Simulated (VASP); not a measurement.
# CuSi16 (a cell with a defect) in VASP: a series of runs

The runs below take CuSi16 (a cell with a defect) through single point, with PBE.

Program: VASP 6.6.1. These are calculated values, not measurements. Logs are shortened: lines on timing, memory, paths and dates and some standing lists are left out, and cuts for length are marked.

### 1 The cell of the first run

The cell holds a defect, 17 atoms: a = 7.679 Å, b = 7.679 Å, c = 7.679 Å, α = 60.00°, β = 60.00°, γ = 60.00°.

### 2 Single point, PBE

File INCAR:

```
PREC = Accurate ; ENCUT = 520
EDIFF = 1E-7 ; ISMEAR = 0
SIGMA = 0.02 ; LREAL = Auto
LASPH = True ; NELM = 80
ALGO = Normal ; ISIF = 2
LWAVE = False ; LCHARG = True
GGA = PE ; LELF = True
LVHAR = True ; NBANDS = 52
NELECT = 74.0
```

File KPOINTS:

```
regular mesh
0
Gamma
  2 2 2
```

File POSCAR:

```
CuSi16
1.0
    0.0000000000      5.4300000000      5.4300000000
    5.4300000000      0.0000000000      5.4300000000
    5.4300000000      5.4300000000      0.0000000000
Si Cu
16 1
Direct
   -0.0069654288      0.0059167167      0.0071584680
    0.1229455890      0.1390126069      0.1197504872
   -0.0046242606      0.0062454368      0.4953815171
    0.1365483842      0.0898079385      0.6387896390
   -0.0076078225      0.5136896916     -0.0026922614
    0.1236456523      0.6179745800      0.1340904729
    0.0122199725      0.4614699007      0.5136988203
    0.1252938507      0.6172161504      0.6250179923
    0.4956937126      0.0129007980     -0.0052623386
    0.6178050062      0.1394193483      0.1189231599
    0.5047256247      0.0056701906      0.4943438906
    0.6195596650      0.1394795747      0.6216751117
    0.4959254641      0.5139885345     -0.0031162652
    0.6205869398      0.6393524881      0.1187786623
    0.4974516935      0.5141112421      0.4906396201
    0.6328410861      0.6170451323      0.6245594649
    0.8886247713      0.8326418699      0.3928081587
```

Potentials or basis: VASP PAW PBE potentials, release 64 (Si, Cu).

The run is started by

```
$ cat potpaw_PBE.64/Si/POTCAR potpaw_PBE.64/Cu/POTCAR > POTCAR
$ mpirun -np 1 vasp_std > vasp.out
```

OUTCAR:

```text
PREC = Accurate
   ENCUT = 520
   EDIFF = 1E-7
   ISMEAR = 0
   LREAL = Auto
   LASPH = True
   NELM = 80
   ISIF = 2
   GGA = PE
   NELECT = 74.0

 ion  position               nearest neighbor table
   1  0.993  0.006  0.007-   4 2.32  10 2.35   2 2.36   6 2.43  17 2.44
   2  0.123  0.139  0.120-   9 2.34   5 2.35   3 2.36   1 2.36  17 2.95
   3  0.995  0.006  0.495-   4 2.32   2 2.36  12 2.36  17 2.42   8 2.44
   4  0.137  0.090  0.639-  11 2.32   3 2.32   1 2.32   7 2.33
   5  0.992  0.514  0.997-  14 2.33   6 2.34   8 2.34   2 2.35
   6  0.124  0.618  0.134-  13 2.34   5 2.34   7 2.39   1 2.43  17 2.58
   7  0.012  0.461  0.514-  17 2.33   4 2.33  16 2.39   6 2.39   8 2.39
   8  0.125  0.617  0.625-  15 2.34   5 2.34   7 2.39   3 2.44  17 2.55
   9  0.496  0.013  0.995-   2 2.34  10 2.34  12 2.34  14 2.34
  10  0.618  0.139  0.119-   9 2.34  13 2.35   1 2.35  11 2.36  17 2.97
  11  0.505  0.006  0.494-   4 2.32  10 2.36  12 2.36  17 2.43  16 2.44
  12  0.620  0.139  0.622-   9 2.34  15 2.35   3 2.36  11 2.36  17 2.92
  13  0.496  0.514  0.997-  14 2.33   6 2.34  16 2.34  10 2.35
  14  0.621  0.639  0.119-   5 2.33  15 2.33  13 2.33   9 2.34
  15  0.497  0.514  0.491-  14 2.33   8 2.34  16 2.34  12 2.35
  16  0.633  0.617  0.625-  15 2.34  13 2.34   7 2.39  11 2.44  17 2.56
  17  0.889  0.833  0.393-   7 2.33   3 2.42  11 2.43   1 2.44   8 2.55  16 2.56   6 2.58  12 2.92
                             2 2.95  10 2.97

  LATTYP: Found a face centered cubic cell.
 ALAT       =    10.8600000000

  Lattice vectors:

 A1 = (   0.0000000000,   5.4300000000,   5.4300000000)
 A2 = (   5.4300000000,   0.0000000000,   5.4300000000)
 A3 = (   5.4300000000,   5.4300000000,   0.0000000000)

Analysis of symmetry for initial positions (statically):
=====================================================================
 Subroutine PRICEL returns:
 Original cell was already a primitive cell.

 Routine SETGRP: Setting up the symmetry group for a
 face centered cubic supercell.

 Subroutine GETGRP returns: Found  1 space group operations
 (whereof  1 operations were pure point group operations)
 out of a pool of 48 trial point group operations.

The static configuration has the point symmetry C_1 .

Analysis of symmetry for dynamics (positions and initial velocities):
=====================================================================
 Subroutine PRICEL returns:
 Original cell was already a primitive cell.

 Routine SETGRP: Setting up the symmetry group for a
 face centered cubic supercell.

 Subroutine GETGRP returns: Found  1 space group operations
 (whereof  1 operations were pure point group operations)
 out of a pool of 48 trial point group operations.

The dynamic configuration has the point symmetry C_1 .

 Subroutine INISYM returns: Found  1 space group operations
 (whereof  1 operations are pure point group operations),
 and found     1 'primitive' translations

----------------------------------------------------------------------------------------

                                     Primitive cell

  volume of cell :     320.2060

  direct lattice vectors                    reciprocal lattice vectors
     0.000000000  5.430000000  5.430000000    -0.092081031  0.092081031  0.092081031
     5.430000000  0.000000000  5.430000000     0.092081031 -0.092081031  0.092081031
     5.430000000  5.430000000  0.000000000     0.092081031  0.092081031 -0.092081031

  length of vectors
     7.679179644  7.679179644  7.679179644     0.159489025  0.159489025  0.159489025

  position of ions in fractional coordinates (direct lattice)
     0.993034571  0.005916717  0.007158468
     0.122945589  0.139012607  0.119750487
     0.995375739  0.006245437  0.495381517
     0.136548384  0.089807939  0.638789639
     0.992392178  0.513689692  0.997307739
     0.123645652  0.617974580  0.134090473
[... 9 lines left out ...]
     0.632841086  0.617045132  0.624559465
     0.888624771  0.832641870  0.392808159

  ion indices of the primitive-cell ions
   primitive index   ion index
                 1           1
                 2           2
                 3           3
                 4           4
                 5           5
                 6           6
[... 9 lines left out ...]
                16          16
                17          17

----------------------------------------------------------------------------------------

 KPOINTS: regular mesh

Automatic generation of k-mesh.
 Grid dimensions read from file:
 generate k-points for:    2    2    2

 Generating k-lattice:

  Cartesian coordinates                     Fractional coordinates (reciprocal lattice)
    -0.046040516  0.046040516  0.046040516     0.500000000  0.000000000  0.000000000
     0.046040516 -0.046040516  0.046040516     0.000000000  0.500000000  0.000000000
     0.046040516  0.046040516 -0.046040516     0.000000000  0.000000000  0.500000000

  Length of vectors
     0.079744512  0.079744512  0.079744512

  Shift w.r.t. Gamma in fractional coordinates (k-lattice)
     0.000000000  0.000000000  0.000000000

 Subroutine IBZKPT returns following result:
 ===========================================

 Found      8 irreducible k-points:

 Following reciprocal coordinates:
            Coordinates               Weight
  0.000000  0.000000  0.000000      1.000000
  0.500000  0.000000  0.000000      1.000000
  0.000000  0.500000  0.000000      1.000000
  0.000000  0.000000  0.500000      1.000000
  0.500000  0.500000  0.500000      1.000000
  0.500000  0.500000  0.000000      1.000000
  0.000000  0.500000  0.500000      1.000000
  0.500000  0.000000  0.500000      1.000000
   k-points           NKPTS =      8   k-points in BZ     NKDIM =      8   number of bands    NBANDS=     52
   number of dos      NEDOS =    301   number of ions     NIONS =     17
   total plane-waves  NPLWV = 216000
   dimension x,y,z NGX =    60 NGY =   60 NGZ =   60
   dimension x,y,z NGXF=   120 NGYF=  120 NGZF=  120
   ions per type =              16   1
   NGX,Y,Z   is equivalent  to a cutoff of  12.99, 12.99, 12.99 a.u.
   NGXF,Y,Z  is equivalent  to a cutoff of  25.98, 25.98, 25.98 a.u.
 SYSTEM =  unknown system
   PREC   = accura    normal or accurate (medium, high low for compatibility)
   ISTART =      0    job   : 0-new  1-cont  2-samecut
   ICHARG =      2    charge: 1-file 2-atom 10-const
   ISPIN  =      1    spin polarized calculation?
   LNONCOLLINEAR =      F non collinear calculations
   LSORBIT =      F    spin-orbit coupling
   LASPH  =      T    aspherical Exc in radial PAW
   ENCUT  =  520.0 eV  38.22 Ry    6.18 a.u.  14.28 14.28 14.28*2*pi/ulx,y,z
   NELM   =     80;   NELMIN=  2; NELMDL= -5     # of ELM steps
   EDIFF  = 0.1E-06   stopping-criterion for ELM
   LREAL  =      T    real-space projection
   EDIFFG = 0.1E-05   stopping-criterion for IOM
   NSW    =      0    number of steps for IOM
   IBRION =     -1    ionic relax: 0-MD 1-quasi-New 2-CG
   NFREE  =      0    steps in history (QN), initial steepest desc. (CG)
   ISIF   =      2    stress and relaxation
   ISYM   =      2    0-nonsym 1-usesym 2-fastsym
   POTIM  = 0.5000    time-step for ionic-motion
   TEBEG  =    0.0;   TEEND  =   0.0 temperature during run
   PSTRESS=    0.0 pullay stress
   NELECT =      74.0000    total number of electrons
   NUPDOWN=      -1.0000    fix difference up-down
   EMIN   =  10.00;   EMAX   =-10.00  energy-range for DOS
   EFERMI =   0.00;   METHOD = LEGACY
   ISMEAR =     0;   SIGMA  =   0.02  broadening in eV -4-tet -1-fermi 0-gaus
   EFERMI_NEDOS =   21; number of points for ismear=-14 and -15
   IALGO  =     38    algorithm
   IMIX   =      4    mixing-type and parameters
     AMIX     =   0.40;   BMIX     =  1.00
     AMIX_MAG =   1.60;   BMIX_MAG =  1.00
  volume/ion in A,a.u.               =      18.84       127.11
  Fermi-wavevector in a.u.,A,eV,Ry     =   1.004636  1.898488 13.732283  1.009294
  Thomas-Fermi vector in A             =   2.137265
   LORBIT       =      0    0 simple, 1 ext, 2 COOP (PROOUT), +10 PAW based schemes
   GGA     = PE    functional components
   LHFCALC =     F    Hartree Fock is set to
   AEXX    =    0.0000 exact exchange contribution
   IVDW    =     0    specifies the selected vdW correction
   LEPSILON=     F    determine dielectric tensor
   LRPA    =     F    only Hartree local field effects (RPA)
 non-spin polarized calculation
 Gauss-broadening in eV      SIGMA  =   0.02
  energy-cutoff  :      520.00
  volume of cell :      320.21
 maximum number of plane-waves:      8646
 NGX is ok and might be reduce to    60
   NGX = 29   NGY = 29   NGZ = 29

 number of electron      74.0000001 magnetization

 Free energy of the ion-electron system (eV)
  ---------------------------------------------------
  ext. energy  EPLUGINS =         0.00000000
  ---------------------------------------------------
  free energy    TOTEN  =       -94.22044119 eV

  energy without entropy =      -94.22044119  energy(sigma->0) =      -94.22044119

 E-fermi :   6.2873     XC(G=0):  -9.6084

 val. band max:        6.1949813044   @ k =   0.0000   0.0000   0.0000
 cond. band min:       6.5692578098   @ k =   0.0000   0.0000   0.0000
 fundamental gap:      0.3742765054
 Fermi energy:         6.2873192855

 k-point     1 :       0.0000    0.0000    0.0000
  band No.  band energies     occupation
      1      -5.8942      2.00000
      2      -3.5502      2.00000
      3      -3.5059      2.00000
      4      -3.4701      2.00000
      5      -3.4688      2.00000
      6      -2.0434      2.00000
[... 41 lines left out ...]
     48       8.4494      0.00000
     49       8.7586      0.00000

 k-point     2 :       0.5000    0.0000    0.0000
  band No.  band energies     occupation
      1      -5.2254      2.00000
      2      -4.9325      2.00000
      3      -3.2967      2.00000
      4      -3.2647      2.00000
      5      -3.1634      2.00000
      6      -3.0399      2.00000
[... 304 lines left out ...]
 k-point     8 :       0.5000    0.0000    0.5000
  band No.  band energies     occupation
      1      -4.9308      2.00000
      2      -4.7224      2.00000
      3      -3.8693      2.00000
      4      -3.7779      2.00000
      5      -3.7458      2.00000
      6      -3.7375      2.00000
[... 41 lines left out ...]
     48      10.5029      0.00000
     49      10.5084      0.00000
 [bands above 49 left out]

------------------------ aborting loop because EDIFF is reached ----------------------------------------

  FORCE on cell =-STRESS in cart. coord.  units (eV):
  Direction    XX          YY          ZZ          XY          YZ          ZX
  --------------------------------------------------------------------------------------
  -------------------------------------------------------------------------------------
  Total       -1.8802048     -1.7781271     -1.8404411     -0.2134778     -0.0690589      0.2050155
  in kB       -9.4077606     -8.8970062     -9.2087997     -1.0681539     -0.3455421      1.0258122
  external PRESSURE =      -9.1711888 kB  Pullay stress =       0.0000000 kB

 VOLUME and BASIS-vectors are now :
 -----------------------------------------------------------------------------
  energy-cutoff  :      520.00
  volume of cell :      320.21
      direct lattice vectors                 reciprocal lattice vectors
     0.000000000  5.430000000  5.430000000    -0.092081031  0.092081031  0.092081031
     5.430000000  0.000000000  5.430000000     0.092081031 -0.092081031  0.092081031
     5.430000000  5.430000000  0.000000000     0.092081031  0.092081031 -0.092081031

 POSITION                                       TOTAL-FORCE (eV/Angst)
 -----------------------------------------------------------------------------------
      0.07100      5.43105      5.42431        -0.031388      0.015617     -0.003121
      1.40508      1.31784      1.42243         0.023054     -0.016864      0.008822
      2.72383      8.09481      5.43880        -0.019395      0.024282     -0.008878
      3.95628      4.21009      1.22911         0.015697     -0.019527      0.007371
      8.20472     10.80407      8.17802        -0.016148      0.003642     -0.002578
      4.08371      1.39951      4.02700         0.008427     -0.002004     -0.003785
[... 9 lines left out ...]
      6.74191      6.82768      6.78688         0.024320     -0.021574      0.004115
      6.65419      6.95818      9.34648         0.004567     -0.012141      0.009603
 -----------------------------------------------------------------------------------
    total drift:                               -0.004189      0.002106     -0.003466

  FREE ENERGIE OF THE ION-ELECTRON SYSTEM (eV)
  ---------------------------------------------------
  free  energy   TOTEN  =       -94.2204411919 eV

  energy  without entropy=      -94.2204411919  energy(sigma->0) =      -94.22044119
```

Wall time 8.1 min (1 thread of Intel Xeon Platinum 8124M at 3.00GHz (Skylake/Cascade Lake), shared host); peak memory 0.5 GiB.

What came out:

```
Free energy   : -94.2204 eV
Largest force : 0.035 eV/Å
```

Forces on the atoms (eV/Å):
```
Si  -0.031  0.016 -0.003
Si   0.023 -0.017  0.009
Si  -0.019  0.024 -0.009
Si   0.016 -0.020  0.007
Si  -0.016  0.004 -0.003
Si   0.008 -0.002 -0.004
Si  -0.028  0.019  0.003
Si   0.017 -0.007  0.008
Si  -0.017  0.005  0.001
Si   0.017 -0.008  0.004
Si  -0.010  0.011 -0.018
Si   0.016 -0.007  0.000
Si  -0.014  0.007  0.003
Si   0.016 -0.005 -0.002
Si  -0.005  0.014 -0.011
Si   0.024 -0.022  0.004
Cu   0.005 -0.012  0.010
```

Levels at points of the mesh, in eV from the Fermi level:
| k point | band 35 | band 36 | band 37 | band 38 | band 39 | band 40 |
| --- | --- | --- | --- | --- | --- | --- |
| (0.00, 0.00, 0.00) | -0.55 | -0.10 | -0.09 | 0.28 | 0.70 | 0.70 |
| (0.50, 0.00, 0.00) | -0.74 | -0.67 | -0.58 | 0.68 | 1.18 | 1.38 |
| (0.00, 0.50, 0.00) | -0.82 | -0.64 | -0.63 | 0.51 | 1.35 | 1.43 |
| (0.00, 0.00, 0.50) | -0.75 | -0.67 | -0.56 | 0.68 | 1.17 | 1.38 |
| (0.50, 0.50, 0.50) | -0.74 | -0.67 | -0.59 | 0.69 | 1.19 | 1.38 |
| (0.50, 0.50, 0.00) | -1.34 | -1.31 | -0.86 | 0.77 | 1.15 | 2.12 |
| (0.00, 0.50, 0.50) | -1.34 | -1.31 | -0.87 | 0.77 | 1.15 | 2.12 |
| (0.50, 0.00, 0.50) | -1.33 | -1.31 | -0.86 | 0.76 | 1.16 | 2.12 |

Caveat: the k points lie up to 0.50 Å⁻¹ apart; the cell carries a net charge on a neutralising background, which shifts energy and pressure; the cell is charged against a uniform background, so pressure and absolute levels hang on convention.

(Part 1 of 3 ends here.)
